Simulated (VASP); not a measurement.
# GaP (F-43m) in VASP: further runs, part 2 of 2

VASP 6.6.1. The steps go on from the part before.

### 4 Single point, r2SCAN

This run uses another cell than the first one, of 21.06 Å³/atom, 1.040 times its volume.

POSCAR

```
GaP
1.0
    0.0000000000      2.7615837800      2.7615837800
    2.7615837800      0.0000000000      2.7615837800
    2.7615837800      2.7615837800      0.0000000000
Ga P
1 1
Direct
    0.0000000000      0.0000000000      0.0000000000
    0.2500000000      0.2500000000      0.2500000000
```

INCAR.step1

```
PREC = Accurate ; ENCUT = 520
ISMEAR = -1 ; SIGMA = 0.02
LREAL = F ; LASPH = T
NELM = 80 ; NBANDS = 16
GGA = PE ; ALGO = Normal
EDIFF = 1E-4 ; LWAVE = T
LCHARG = F
```

INCAR.step2

```
PREC = Accurate ; ENCUT = 520
EDIFF = 1E-6 ; ISMEAR = -1
SIGMA = 0.02 ; LREAL = F
LASPH = T ; NELM = 80
ALGO = Normal ; ISIF = 2
LWAVE = F ; LCHARG = F
METAGGA = R2SCAN ; LMIXTAU = T
NBANDS = 16 ; ISTART = 1
```

KPOINTS

```
Automatic mesh
0
Gamma
  10 10 10
```

Potentials or basis: VASP PAW PBE potentials, release 64 (Ga_d, P).

On the command line:

```console
$ cat potpaw_PBE.64/Ga_d/POTCAR potpaw_PBE.64/P/POTCAR > POTCAR
$ cp INCAR.step1 INCAR
$ mpirun -np 1 vasp_std > vasp.out
$ cp INCAR.step2 INCAR
$ mpirun -np 1 vasp_std > vasp.out
```

OUTCAR:

```text
PREC = Accurate
   ENCUT = 520
   EDIFF = 1E-6
   ISMEAR = -1
   LREAL = F
   LASPH = T
   NELM = 80
   ISIF = 2
   METAGGA = R2SCAN
   ISTART = 1

 ion  position               nearest neighbor table
   1  0.000  0.000  0.000-   2 2.39   2 2.39   2 2.39   2 2.39
   2  0.250  0.250  0.250-   1 2.39   1 2.39   1 2.39   1 2.39

  LATTYP: Found a face centered cubic cell.
 ALAT       =     5.5231675600

  Lattice vectors:

 A1 = (   0.0000000000,   2.7615837800,   2.7615837800)
 A2 = (   2.7615837800,   0.0000000000,   2.7615837800)
 A3 = (   2.7615837800,   2.7615837800,   0.0000000000)

Analysis of symmetry for initial positions (statically):
=====================================================================
 Subroutine PRICEL returns:
 Original cell was already a primitive cell.

 Routine SETGRP: Setting up the symmetry group for a
 face centered cubic supercell.

 Subroutine GETGRP returns: Found 24 space group operations
 (whereof 24 operations were pure point group operations)
 out of a pool of 48 trial point group operations.

The static configuration has the point symmetry T_d .

Analysis of symmetry for dynamics (positions and initial velocities):
[... 160 lines left out ...]

 val. band max:        4.0610945783   @ k =   0.0000   0.0000   0.0000
 cond. band min:       5.9710479770   @ k =   0.5000   0.0000   0.0000
 fundamental gap:      1.9099533986
 Fermi energy:         4.4344203747

 k-point     1 :       0.0000    0.0000    0.0000
  band No.  band energies     occupation
      1     -10.8670      2.00000
      2     -10.8670      2.00000
      3     -10.8670      2.00000
      4     -10.7657      2.00000
      5     -10.7657      2.00000
      6      -8.6591      2.00000
[... 433 lines left out ...]
      3     -10.8200      2.00000
      4     -10.7876      2.00000
      5     -10.7504      2.00000
      6      -6.6959      2.00000
[... 8 lines left out ...]
     15      16.3523      0.00000
     16      18.2926      0.00000

 [... further k-points ...]

------------------------ aborting loop because EDIFF is reached ----------------------------------------

  FORCE on cell =-STRESS in cart. coord.  units (eV):
  Direction    XX          YY          ZZ          XY          YZ          ZX
  --------------------------------------------------------------------------------------
  -------------------------------------------------------------------------------------
  Total       -0.8497426     -0.8497426     -0.8497426      0.0000000     -0.0000000      0.0000000
  in kB      -32.3216337    -32.3216337    -32.3216337      0.0000000     -0.0000000      0.0000000
  external PRESSURE =     -32.3216337 kB  Pullay stress =       0.0000000 kB

 VOLUME and BASIS-vectors are now :
 -----------------------------------------------------------------------------
  energy-cutoff  :      520.00
  volume of cell :       42.12
      direct lattice vectors                 reciprocal lattice vectors
     0.000000000  2.761583780  2.761583780    -0.181055525  0.181055525  0.181055525
     2.761583780  0.000000000  2.761583780     0.181055525 -0.181055525  0.181055525
     2.761583780  2.761583780  0.000000000     0.181055525  0.181055525 -0.181055525

 POSITION                                       TOTAL-FORCE (eV/Angst)
 -----------------------------------------------------------------------------------
      0.00000      0.00000      0.00000        -0.000000     -0.000000     -0.000000
      1.38079      1.38079      1.38079         0.000000      0.000000      0.000000
 -----------------------------------------------------------------------------------
    total drift:                                0.000005      0.000005      0.000005

  FREE ENERGIE OF THE ION-ELECTRON SYSTEM (eV)
  ---------------------------------------------------
  free  energy   TOTEN  =       -21.4475178655 eV

  energy  without entropy=      -21.4475178655  energy(sigma->0) =      -21.44751787
```

OUTCAR.step1:

```text
PREC = Accurate
   ENCUT = 520
   ISMEAR = -1
   LREAL = F
   LASPH = T
   NELM = 80
[... 675 lines left out ...]
 -----------------------------------------------------------------------------------
      0.00000      0.00000      0.00000         0.000000     -0.000000      0.000000
      1.38079      1.38079      1.38079         0.000000      0.000000     -0.000000
 -----------------------------------------------------------------------------------
    total drift:                                0.000002      0.000002      0.000002

  FREE ENERGIE OF THE ION-ELECTRON SYSTEM (eV)
  ---------------------------------------------------
  free  energy   TOTEN  =        -9.1266912391 eV

  energy  without entropy=       -9.1266912391  energy(sigma->0) =       -9.12669124
```

OSZICAR.step1:

```text
N       E                     dE             d eps       ncg     rms          rms(c)
DAV:   1     0.808083583375E+02    0.80808E+02   -0.89576E+03  1568   0.158E+03
DAV:   2    -0.290913810199E+01   -0.83717E+02   -0.78989E+02  1712   0.308E+02
DAV:   3    -0.927597494938E+01   -0.63668E+01   -0.63443E+01  1848   0.665E+01
DAV:   4    -0.938209476029E+01   -0.10612E+00   -0.10608E+00  1848   0.925E+00
DAV:   5    -0.938426895074E+01   -0.21742E-02   -0.21741E-02  1928   0.117E+00    0.407E+00
DAV:   6    -0.914982460251E+01    0.23444E+00   -0.37620E-01  2336   0.100E+01    0.267E+00
DAV:   7    -0.912587055437E+01    0.23954E-01   -0.87867E-02  2016   0.193E+00    0.108E+00
DAV:   8    -0.912621371591E+01   -0.34316E-03   -0.12752E-02  1760   0.135E+00    0.167E-01
DAV:   9    -0.912661696042E+01   -0.40324E-03   -0.13065E-03  1840   0.512E-01    0.842E-02
DAV:  10    -0.912669123914E+01   -0.74279E-04   -0.88194E-05  1584   0.106E-01
   1 F= -.91266912E+01 E0= -.91266912E+01  d E =-.148113E-10
```

Run time: 82 s. Hardware: 1 thread of Intel Xeon 6975P-C (Granite Rapids), shared host; peak memory 0.18 GiB.

Results:

```yaml
Free_energy: -21.4475 eV
Pressure: -3.2 GPa
Band_gap_on_the_k_mesh: 1.91 eV, indirect (least direct gap 2.00 eV)
```

Caveat: the PAW data sets were made with another functional, which shifts forces and pressure a little. r2SCAN opens gaps a little over a GGA but as a rule still falls short of measured ones.

### 5 Single point, r2SCAN

This run uses another cell than the first one, of 21.47 Å³/atom, 1.060 times its volume.

POSCAR

```
GaP
1.0
    0.0000000000      2.7791739600      2.7791739600
    2.7791739600      0.0000000000      2.7791739600
    2.7791739600      2.7791739600      0.0000000000
Ga P
1 1
Direct
    0.0000000000      0.0000000000      0.0000000000
    0.2500000000      0.2500000000      0.2500000000
```

INCAR.step1

```
SYSTEM = GaP
PREC = Accurate ; ENCUT = 520
ISMEAR = -1 ; SIGMA = 0.02
LREAL = .False. ; LASPH = .True.
NELM = 80 ; NBANDS = 16
GGA = PE ; ALGO = Normal
EDIFF = 1E-4 ; LWAVE = .True.
LCHARG = .False.
```

INCAR.step2

```
SYSTEM = GaP
PREC = Accurate ; ENCUT = 520
EDIFF = 1E-6 ; ISMEAR = -1
SIGMA = 0.02 ; LREAL = .False.
LASPH = .True. ; NELM = 80
ALGO = Normal ; ISIF = 2
LWAVE = .False. ; LCHARG = .False.
METAGGA = R2SCAN ; LMIXTAU = .True.
NBANDS = 16 ; ISTART = 1
```

KPOINTS

```
Automatic mesh
0
Gamma
  10 10 10
  0 0 0
```

On the command line:

```console
$ cat potpaw_PBE.64/Ga_d/POTCAR potpaw_PBE.64/P/POTCAR > POTCAR
$ cp INCAR.step1 INCAR
$ mpirun -np 1 vasp_std > vasp.out
$ cp INCAR.step2 INCAR
$ mpirun -np 1 vasp_std > vasp.out
```

It took 88 s on 1 thread of Intel Xeon 6975P-C (Granite Rapids), shared host; peak memory 0.18 GiB.

It converged, with:

```yaml
Free_energy: -21.4279 eV
Pressure: -4.6 GPa
Band_gap_on_the_k_mesh: 1.83 eV, direct
```

Levels at points of the mesh, in eV from the valence-band top:
```
           k point  band 6  band 7  band 8  band 9  band 10  band 11  band 12  band 13
(0.00, 0.00, 0.00)  -12.58    0.00    0.00    0.00     1.83     4.20     4.20     4.20
(0.50, 0.00, 0.00)  -10.61   -6.51   -1.08   -1.08     1.85     5.07     5.07     8.69
(0.50, 0.50, 0.00)   -9.76   -6.68   -2.59   -2.59     2.03     2.14    10.89    10.89
```

Caveat: the PAW data sets were made with another functional, which shifts forces and pressure a little. r2SCAN opens gaps a little over a GGA but as a rule still falls short of measured ones.

### 6 Relaxation of cell and atoms, PBE

INCAR

```
PREC     = Accurate       # precision mode
ENCUT    = 600            # plane-wave cutoff, eV
EDIFF    = 1E-7           # SCF threshold, eV
ISMEAR   = -1             # smearing method
SIGMA    = 0.02           # smearing width, eV
LREAL    = F              # projectors in reciprocal space
LASPH    = T              # aspherical terms in the spheres
NELM     = 80             # most SCF steps
ALGO     = Normal         # electronic algorithm
ISIF     = 3              # what is computed and relaxed
LWAVE    = F              # write WAVECAR
LCHARG   = F              # write CHGCAR
GGA      = PE             # functional
IBRION   = 2              # ionic algorithm
NSW      = 80             # ionic steps
EDIFFG   = -0.01          # ionic threshold
```

KPOINTS

```
regular mesh
0
Gamma
  8 8 8
```

POSCAR

```
GaP
1.0
    0.0000000000      2.7252500000      2.7252500000
    2.7252500000      0.0000000000      2.7252500000
    2.7252500000      2.7252500000      0.0000000000
Ga P
1 1
Direct
    0.0000000000      0.0000000000      0.0000000000
    0.2500000000      0.2500000000      0.2500000000
```

Potentials or basis: VASP PAW PBE potentials, release 64 (Ga_d, P).

On the command line:

```console
$ cat potpaw_PBE.64/Ga_d/POTCAR potpaw_PBE.64/P/POTCAR > POTCAR
$ mpirun -np 1 vasp_std > vasp.out
```

Wall time 26 s (1 thread of Intel Xeon 6975P-C (Granite Rapids), shared host); peak memory 0.19 GiB.

The run converged. Its results:

- Free energy: -9.1253 eV
- Relaxed volume: 20.86 Å³/atom
- Relaxed cell: a = 3.893 Å, b = 3.893 Å, c = 3.893 Å, α = 60.00°, β = 60.00°, γ = 60.00°
- Space group after relaxing (to 0.05 Å): F-43m (No. 216)
- Energy gained by relaxing: 4.6 meV/atom
- Ionic steps: 3
- Pressure after relaxing: 0.0 GPa
- Band gap on the k mesh: 1.58 eV, direct

Step by step:
| step | energy change (eV) | largest force (eV/Å) | pressure (GPa) | volume (Å³) |
| --- | --- | --- | --- | --- |
| 1 | 0.0000 | 0.0000 | 2.46 | 40.48 |
| 2 | -0.0071 | 0.0000 | -1.06 | 42.33 |
| 3 | -0.0092 | 0.0000 | 0.00 | 41.71 |

Final structure:
```
Ga P
1.0
     0.00000    2.75266    2.75266
     2.75266    0.00000    2.75266
     2.75266    2.75266    0.00000
Ga P
1 1
Cartesian
  0.0000 0.0000 0.0000
  1.3763 1.3763 1.3763
```

Levels at points of the mesh, in eV from the valence-band top:
| k point | band 6 | band 7 | band 8 | band 9 | band 10 | band 11 | band 12 | band 13 |
| --- | --- | --- | --- | --- | --- | --- | --- | --- |
| (0.00, 0.00, 0.00) | -12.27 | 0.00 | 0.00 | 0.00 | 1.58 | 3.90 | 3.90 | 3.90 |
| (0.50, 0.00, 0.00) | -10.30 | -6.46 | -1.07 | -1.07 | 1.58 | 4.73 | 4.73 | 8.23 |
| (0.50, 0.50, 0.00) | -9.44 | -6.61 | -2.58 | -2.58 | 1.72 | 1.85 | 10.37 | 10.37 |

### 7 Overview

| task | level | cell | k mesh | cutoff (eV) | gap on the mesh (eV) | pressure (GPa) |
| --- | --- | --- | --- | --- | --- | --- |
| single point | r2SCAN | a = 3.855 Å, angles 60.0°, 2 atoms | 10 × 10 × 10 | 520 | 1.86 | -0.1 |
| single point | r2SCAN | a = 3.880 Å, angles 60.0°, 2 atoms | 10 × 10 × 10 | 520 | 1.90 | -1.8 |
| single point | r2SCAN | a = 3.905 Å, angles 60.0°, 2 atoms | 10 × 10 × 10 | 520 | 1.91 | -3.2 |
| single point | r2SCAN | a = 3.930 Å, angles 60.0°, 2 atoms | 10 × 10 × 10 | 520 | 1.83 | -4.6 |
| relaxation of cell and atoms | PBE | relaxed from a = 3.854 Å, angles 60.0°, 2 atoms | 8 × 8 × 8 | 600 | 1.58 | 0.0 |

Alike in all rows: potentials or basis VASP PAW PBE potentials, release 64 (Ga_d, P); no spin polarisation; smearing fermi-dirac 0.02 eV.

Caveats: the PAW data sets were made with another functional, which shifts forces and pressure a little (some runs).

Total energies depend on the potentials used, so only differences within one code and one set of settings carry meaning.

### 8 How close it comes

Step 2. Measured gap of GaP: 2.34 eV (indirect; 10 K; quoted in “Stacking defects in GaP nanowires: Electronic structure and optical properties”, 2018, arxiv:1810.01194). This calculation gives 1.86 eV (-0.47 eV). Spin-orbit coupling on Ga is left out. The value is that of r2SCAN on a finite k mesh, which can miss the band edges, without temperature or zero-point motion.

Step 3. A measured gap of GaP is 2.34 eV (indirect; 10 K; quoted in “Stacking defects in GaP nanowires: Electronic structure and optical properties”, 2018, arxiv:1810.01194); the calculated 1.90 eV misses it by -0.44 eV. Spin-orbit coupling on Ga is left out. The value is that of r2SCAN on a finite k mesh, which can miss the band edges, without temperature or zero-point motion.
